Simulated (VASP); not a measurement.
# Ta (Im-3m) in VASP: further runs

Ta is run at these levels: PBEsol+D3(BJ); tasks: single point.

Program: VASP 6.6.1. These are calculated values, not measurements. Logs are shortened: lines on timing, memory, paths and dates and some standing lists are left out, and cuts for length are marked.

## (1) The cell of the first run

Symmetry: Im-3m, No. 229, cubic system. Conventional cell: a = 3.245 Å, b = 3.245 Å, c = 3.245 Å, α = 90.00°, β = 90.00°, γ = 90.00°. Within 3.7 Å of Ta (site symmetry m-3m) lie 14 Ta at 2.81 to 3.25 Å.

## (2) Single point, PBEsol+D3(BJ)

The input, INCAR:

```
ALGO     = Normal         # electronic algorithm
EDIFF    = 1E-6           # SCF threshold, eV
ENCUT    = 500            # plane-wave cutoff, eV
GGA      = PS             # functional
GGA_COMPAT= False        
ISIF     = 2              # what is computed and relaxed
ISMEAR   = 1              # smearing method
IVDW     = 12             # dispersion correction
LASPH    = True           # aspherical terms in the spheres
LCHARG   = False          # write CHGCAR
LREAL    = False          # projectors in reciprocal space
LWAVE    = False          # write WAVECAR
NBANDS   = 12             # bands
NELM     = 120            # most SCF steps
PREC     = Accurate       # precision mode
SIGMA    = 0.05           # smearing width, eV
```

The input, KPOINTS:

```
k-points
0
Gamma
  9 9 9
```

The input, POSCAR:

```
Ta
1.0
   -1.6227199169      1.6227199169      1.6227199169
    1.6227199169     -1.6227199169      1.6227199169
    1.6227199169      1.6227199169     -1.6227199169
Ta
1
Direct
    0.0000000000      0.0000000000      0.0000000000
```

Potentials or basis: VASP PAW PBE potentials, release 64 (Ta_pv).

On the command line:

```bash
$ cat potpaw_PBE.64/Ta_pv/POTCAR > POTCAR
$ mpirun -np 1 vasp_std > vasp.out
```

OUTCAR:

```text
EDIFF = 1E-6
   ENCUT = 500
   GGA = PS
   ISIF = 2
   ISMEAR = 1
   IVDW = 12
   LASPH = True
   LREAL = False
   NELM = 120
   PREC = Accurate
 IVDW          = 12

 ion  position               nearest neighbor table
   1  0.000  0.000  0.000-

  LATTYP: Found a body centered cubic cell.
 ALAT       =     3.2454398338

  Lattice vectors:

 A1 = (  -1.6227199169,   1.6227199169,   1.6227199169)
 A2 = (   1.6227199169,  -1.6227199169,   1.6227199169)
 A3 = (   1.6227199169,   1.6227199169,  -1.6227199169)

Analysis of symmetry for initial positions (statically):
=====================================================================
 Subroutine PRICEL returns:
 Original cell was already a primitive cell.

 Routine SETGRP: Setting up the symmetry group for a
 body centered cubic supercell.

 Subroutine GETGRP returns: Found 48 space group operations
 (whereof 48 operations were pure point group operations)
 out of a pool of 48 trial point group operations.

The static configuration has the point symmetry O_h .

Analysis of symmetry for dynamics (positions and initial velocities):
=====================================================================
 Subroutine PRICEL returns:
 Original cell was already a primitive cell.

 Routine SETGRP: Setting up the symmetry group for a
 body centered cubic supercell.

 Subroutine GETGRP returns: Found 48 space group operations
 (whereof 48 operations were pure point group operations)
 out of a pool of 48 trial point group operations.

The dynamic configuration has the point symmetry O_h .

 Subroutine INISYM returns: Found 48 space group operations
 (whereof 48 operations are pure point group operations),
 and found     1 'primitive' translations

----------------------------------------------------------------------------------------

                                     Primitive cell

  volume of cell :      17.0919

  direct lattice vectors                    reciprocal lattice vectors
    -1.622719917  1.622719917  1.622719917     0.000000000  0.308124646  0.308124646
     1.622719917 -1.622719917  1.622719917     0.308124646  0.000000000  0.308124646
     1.622719917  1.622719917 -1.622719917     0.308124646  0.308124646  0.000000000

  length of vectors
     2.810633343  2.810633343  2.810633343     0.435754053  0.435754053  0.435754053

  position of ions in fractional coordinates (direct lattice)
     0.000000000  0.000000000  0.000000000

  ion indices of the primitive-cell ions
   primitive index   ion index
                 1           1

----------------------------------------------------------------------------------------

 KPOINTS: k-points

Automatic generation of k-mesh.
 Grid dimensions read from file:
 generate k-points for:    9    9    9

 Generating k-lattice:

  Cartesian coordinates                     Fractional coordinates (reciprocal lattice)
     0.000000000  0.034236072  0.034236072     0.111111111  0.000000000  0.000000000
     0.034236072  0.000000000  0.034236072     0.000000000  0.111111111  0.000000000
     0.034236072  0.034236072  0.000000000     0.000000000  0.000000000  0.111111111

  Length of vectors
     0.048417117  0.048417117  0.048417117

  Shift w.r.t. Gamma in fractional coordinates (k-lattice)
     0.000000000  0.000000000  0.000000000

 Subroutine IBZKPT returns following result:
 ===========================================

 Found     35 irreducible k-points:

 Following reciprocal coordinates:
            Coordinates               Weight
  0.000000  0.000000  0.000000      1.000000
  0.111111  0.000000  0.000000     12.000000
  0.222222  0.000000  0.000000     12.000000
  0.333333  0.000000  0.000000     12.000000
  0.444444  0.000000  0.000000     12.000000
  0.111111  0.111111  0.000000     24.000000
[... 16 lines left out ...]
 -0.333333  0.444444  0.111111     48.000000
 -0.444444 -0.444444  0.111111     24.000000
 [... further k-points ...]
   k-points           NKPTS =     35   k-points in BZ     NKDIM =     35   number of bands    NBANDS=     12
   number of dos      NEDOS =    301   number of ions     NIONS =      1
   total plane-waves  NPLWV =   8000
   dimension x,y,z NGX =    20 NGY =   20 NGZ =   20
   dimension x,y,z NGXF=    40 NGYF=   40 NGZF=   40
   ions per type =               1
   NGX,Y,Z   is equivalent  to a cutoff of  11.83, 11.83, 11.83 a.u.
   NGXF,Y,Z  is equivalent  to a cutoff of  23.66, 23.66, 23.66 a.u.
 SYSTEM =  unknown system
   PREC   = accura    normal or accurate (medium, high low for compatibility)
   ISTART =      0    job   : 0-new  1-cont  2-samecut
   ICHARG =      2    charge: 1-file 2-atom 10-const
   ISPIN  =      1    spin polarized calculation?
   LNONCOLLINEAR =      F non collinear calculations
   LSORBIT =      F    spin-orbit coupling
   LASPH  =      T    aspherical Exc in radial PAW
   ENCUT  =  500.0 eV  36.75 Ry    6.06 a.u.   5.12  5.12  5.12*2*pi/ulx,y,z
   NELM   =    120;   NELMIN=  2; NELMDL= -5     # of ELM steps
   EDIFF  = 0.1E-05   stopping-criterion for ELM
   LREAL  =      F    real-space projection
   EDIFFG = 0.1E-04   stopping-criterion for IOM
   NSW    =      0    number of steps for IOM
   IBRION =     -1    ionic relax: 0-MD 1-quasi-New 2-CG
   NFREE  =      0    steps in history (QN), initial steepest desc. (CG)
   ISIF   =      2    stress and relaxation
   ISYM   =      2    0-nonsym 1-usesym 2-fastsym
   POTIM  = 0.5000    time-step for ionic-motion
   TEBEG  =    0.0;   TEEND  =   0.0 temperature during run
   PSTRESS=    0.0 pullay stress
   NELECT =      11.0000    total number of electrons
   NUPDOWN=      -1.0000    fix difference up-down
   EMIN   =  10.00;   EMAX   =-10.00  energy-range for DOS
   EFERMI =   0.00;   METHOD = LEGACY
   ISMEAR =     1;   SIGMA  =   0.05  broadening in eV -4-tet -1-fermi 0-gaus
   EFERMI_NEDOS =   21; number of points for ismear=-14 and -15
   IALGO  =     38    algorithm
   IMIX   =      4    mixing-type and parameters
     AMIX     =   0.40;   BMIX     =  1.00
     AMIX_MAG =   1.60;   BMIX_MAG =  1.00
  volume/ion in A,a.u.               =      17.09       115.34
  Fermi-wavevector in a.u.,A,eV,Ry     =   1.413434  2.671003 27.181655  1.997795
  Thomas-Fermi vector in A             =   2.535080
   LORBIT       =      0    0 simple, 1 ext, 2 COOP (PROOUT), +10 PAW based schemes
   GGA     = PS    functional components
   LHFCALC =     F    Hartree Fock is set to
   AEXX    =    0.0000 exact exchange contribution
   IVDW    =    12    specifies the selected vdW correction
   LEPSILON=     F    determine dielectric tensor
   LRPA    =     F    only Hartree local field effects (RPA)
 non-spin polarized calculation
 Methfessel and Paxton  Order N= 1 SIGMA  =   0.05
  energy-cutoff  :      500.00
  volume of cell :       17.09
 maximum number of plane-waves:       444
   NGX = 11   NGY = 11   NGZ = 11

 number of electron      11.0000000 magnetization

 Free energy of the ion-electron system (eV)
  ---------------------------------------------------
  ext. energy  EPLUGINS =         0.00000000
  ---------------------------------------------------
  free energy    TOTEN  =       -12.52093811 eV

  energy without entropy =      -12.52045586  energy(sigma->0) =      -12.52077736

 E-fermi :   5.8136     XC(G=0): -12.9946

 val. band max:        5.7979451088   @ k =  -0.2222   0.2222   0.1111
 cond. band min:       5.8138440337   @ k =  -0.2222   0.2222   0.1111
 fundamental gap:      0.0158989249
 Fermi energy:         5.8136479128

 k-point     1 :       0.0000    0.0000    0.0000
  band No.  band energies     occupation
      1     -27.0343      2.00000
      2     -27.0343      2.00000
      3     -27.0343      2.00000
      4      -2.3795      2.00000
      5       6.4825     -0.00000
      6       6.4825     -0.00000
      7       6.4825     -0.00000
      8       9.9395      0.00000
      9       9.9395      0.00000
     10      21.0351      0.00000
     11      21.0351      0.00000
     12      21.0351      0.00000

 k-point     2 :       0.1111    0.0000    0.0000
  band No.  band energies     occupation
      1     -27.2137      2.00000
      2     -27.0887      2.00000
      3     -27.0355      2.00000
      4      -1.8023      2.00000
      5       6.1152     -0.00000
      6       6.3397     -0.00000
      7       7.0600      0.00000
      8       9.4351      0.00000
      9       9.9458      0.00000
     10      20.6386      0.00000
     11      21.5249      0.00000
     12      22.0404      0.00000

 k-point     3 :       0.2222    0.0000    0.0000
  band No.  band energies     occupation
      1     -27.6478      2.00000
      2     -27.2242      2.00000
      3     -27.0387      2.00000
      4      -0.3644      2.00000
      5       5.3098      2.00000
      6       5.7543      2.07043
      7       8.7182      0.00000
      8       9.2371      0.00000
      9      10.0704      0.00000
     10      20.6347      0.00000
     11      21.7148      0.00000
     12      23.7976      0.00000

 k-point     4 :       0.3333    0.0000    0.0000
  band No.  band energies     occupation
      1     -28.1108      2.00000
      2     -27.3744      2.00000
      3     -27.0425      2.00000
      4       0.8914      2.00000
      5       4.5435      2.00000
      6       5.8171      0.88195
      7       9.7262      0.00000
      8      10.4366      0.00000
      9      11.1910      0.00000
     10      19.8448      0.00000
     11      20.5715      0.00000
     12      21.1726      0.00000

 k-point     5 :       0.4444    0.0000    0.0000
  band No.  band energies     occupation
      1     -28.3977      2.00000
      2     -27.4702      2.00000
      3     -27.0451      2.00000
      4       1.1288      2.00000
      5       4.1034      2.00000
      6       7.2395      0.00000
      7       9.9239      0.00000
      8      10.8734      0.00000
      9      13.6423      0.00000
     10      18.1984      0.00000
     11      18.6952      0.00000
     12      20.6677      0.00000
[... 228 lines left out ...]
      1     -27.9289      2.00000
      2     -27.4511      2.00000
      3     -27.2512      2.00000
      4       1.5357      2.00000
      5       4.7907      2.00000
      6       5.8768     -0.07047
      7       7.7135      0.00000
      8      10.1573      0.00000
      9      11.2659      0.00000
     10      20.2859      0.00000
     11      20.6915      0.00000
     12      24.6539      0.00000

 k-point    22 :      -0.4444    0.4444    0.1111
  band No.  band energies     occupation
      1     -28.3508      2.00000
      2     -27.5335      2.00000
      3     -27.1660      2.00000
      4       1.6367      2.00000
      5       4.6892      2.00000
      6       5.9887     -0.00001
      7       8.7693      0.00000
      8      11.9666      0.00000
      9      13.4915      0.00000
     10      18.4549      0.00000
     11      20.2898      0.00000
     12      20.6731      0.00000

 k-point    23 :      -0.3333    0.4444    0.1111
  band No.  band energies     occupation
      1     -28.1905      2.00000
      2     -27.6286      2.00000
      3     -27.2608      2.00000
      4       2.3827      2.00000
      5       4.3757      2.00000
      6       5.5655      2.00000
      7       8.4880      0.00000
      8      11.0226      0.00000
      9      13.3269      0.00000
     10      18.9285      0.00000
     11      20.6584      0.00000
     12      22.5547      0.00000

 k-point    24 :      -0.4444   -0.4444    0.1111
  band No.  band energies     occupation
      1     -28.2927      2.00000
      2     -27.7003      2.00000
      3     -27.2599      2.00000
      4       2.3852      2.00000
      5       4.9065      2.00000
      6       5.1247      2.00000
      7       8.4878      0.00000
      8      12.0734      0.00000
      9      15.2315      0.00000
     10      17.2105      0.00000
     11      20.6527      0.00000
     12      21.0960      0.00000

 [... further k-points ...]

------------------------ aborting loop because EDIFF is reached ----------------------------------------

 Edisp (eV)   -0.76743

 E8    (eV) :    -0.5703

  FORCE on cell =-STRESS in cart. coord.  units (eV):
  Direction    XX          YY          ZZ          XY          YZ          ZX
  --------------------------------------------------------------------------------------
  -------------------------------------------------------------------------------------
  Total      -0.11804    -0.11804    -0.11804    -0.00000    -0.00000    -0.00000
  in kB     -11.06522   -11.06522   -11.06522    -0.00000    -0.00000    -0.00000
  external pressure =      -11.07 kB  Pullay stress =        0.00 kB

 VOLUME and BASIS-vectors are now :
 -----------------------------------------------------------------------------
  energy-cutoff  :      500.00
  volume of cell :       17.09
      direct lattice vectors                 reciprocal lattice vectors
    -1.622719917  1.622719917  1.622719917     0.000000000  0.308124646  0.308124646
     1.622719917 -1.622719917  1.622719917     0.308124646  0.000000000  0.308124646
     1.622719917  1.622719917 -1.622719917     0.308124646  0.308124646  0.000000000

 POSITION                                       TOTAL-FORCE (eV/Angst)
 -----------------------------------------------------------------------------------
      0.00000      0.00000      0.00000         0.000000      0.000000      0.000000
 -----------------------------------------------------------------------------------
    total drift:                                0.000000     -0.000000      0.000000

  FREE ENERGIE OF THE ION-ELECTRON SYSTEM (eV)
  ---------------------------------------------------
  free  energy   TOTEN  =       -13.2883660625 eV

  energy  without entropy=      -13.2878838114  energy(sigma->0) =      -13.28820531
```

Run time: 3.3 s. Hardware: 1 thread of Intel Xeon 6975P-C (Granite Rapids), shared host; peak memory 0.13 GiB.

What came out:

- Free energy: -13.2884 eV
- Pressure: -1.1 GPa
- Band gap on the k mesh: zero (an odd number of electrons rules out a gap without spin polarisation)
- Dispersion energy per atom: -0.767 eV

Caveat: three body term missing; the PAW data sets were made with another functional, which shifts forces and pressure a little; spin-orbit coupling is left out, which moves the levels of the heavy elements.

## (3) Single point, PBEsol+D3(BJ)

This run uses another cell than the first one, of 18.01 Å³/atom.

The input, INCAR:

```
  ALGO = Normal
  EDIFF = 1E-6
  ENCUT = 500
  GGA = PS
  GGA_COMPAT = F
  ISIF = 2
  ISMEAR = 1
  IVDW = 12
  LASPH = T
  LCHARG = F
  LREAL = F
  LWAVE = F
  NBANDS = 12
  NELM = 120
  PREC = Accurate
  SIGMA = 0.05
```

KPOINTS is that of step 2.

The input, POSCAR:

```
Ta
1.0
   -1.6512800000      1.6512800000      1.6512800000
    1.6512800000     -1.6512800000      1.6512800000
    1.6512800000      1.6512800000     -1.6512800000
Ta
1
Direct
    0.0000000000      0.0000000000      0.0000000000
```

Potentials or basis: VASP PAW PBE potentials, release 64 (Ta_pv).

On the command line:

```bash
$ cat potpaw_PBE.64/Ta_pv/POTCAR > POTCAR
$ mpirun -np 1 vasp_std > vasp.out
```

It took 3.7 s on 1 thread of Intel Xeon 6975P-C (Granite Rapids), shared host; peak memory 0.14 GiB.

It converged, with:

* Free energy: -13.2528 eV
* Pressure: -10.5 GPa
* Band gap on the k mesh: zero (an odd number of electrons rules out a gap without spin polarisation)
* Dispersion energy per atom: -0.728 eV

Levels at points of the mesh, in eV from the Fermi level:
| k point | band 3 | band 4 | band 5 | band 6 | band 7 | band 8 |
| --- | --- | --- | --- | --- | --- | --- |
| (0.00, 0.00, 0.00) | -33.09 | -8.01 | 0.65 | 0.65 | 0.65 | 3.92 |

Caveat: three body term missing; the cell stands under tension; the PAW data sets were made with another functional, which shifts forces and pressure a little; spin-orbit coupling is left out, which moves the levels of the heavy elements.
